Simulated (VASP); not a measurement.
Crystal: Fe.

```xyz
1
Lattice="-1.4430 1.4430 1.4430 1.4430 -1.4430 1.4430 1.4430 1.4430 -1.4430" Properties=species:S:1:pos:R:3 pbc="T T T"
Fe    0.0000    0.0000    0.0000
```

Base run:

```yaml
Program: VASP 6.6.1
Functional: b88 exchange, pbe correlation
Potentials_or_basis: VASP PAW PBE potentials, release 64 (Fe)
Cutoff: 600 eV
k_mesh: 13 × 13 × 13
Occupations: fermi-dirac, width 0.05 eV
Spin: collinear spin, ferromagnetic start
Starting_moments: "[3.0] μB"
```

Its results: pressure -9.6 GPa; net moment 2.27 μB per cell; site moments Fe +2.28 μB.

Q: After a change of settings the same cell gave: pressure 6.1 GPa; net moment 2.89 μB per cell; site moments Fe +2.95 μB. Which change was it?
A. functional from b88 exchange, pbe correlation to PBE-based screened hybrid with 25 % exact exchange; cutoff from 600 eV to 520 eV; k mesh from 13 × 13 × 13 to 7 × 7 × 7
B. functional from b88 exchange, pbe correlation to HF; cutoff from 600 eV to 520 eV; k mesh from 13 × 13 × 13 to 7 × 7 × 7
C. functional from b88 exchange, pbe correlation to BLYP; cutoff from 600 eV to 520 eV; dispersion from none to D4
D. functional from b88 exchange, pbe correlation to r2SCAN; cutoff from 600 eV to 520 eV; dispersion from none to D4

A: A.

Caveats: some runs use coarse meshes; the PAW data sets were made with another functional, which shifts forces and pressure a little; the cell stands under tension (at least some runs).
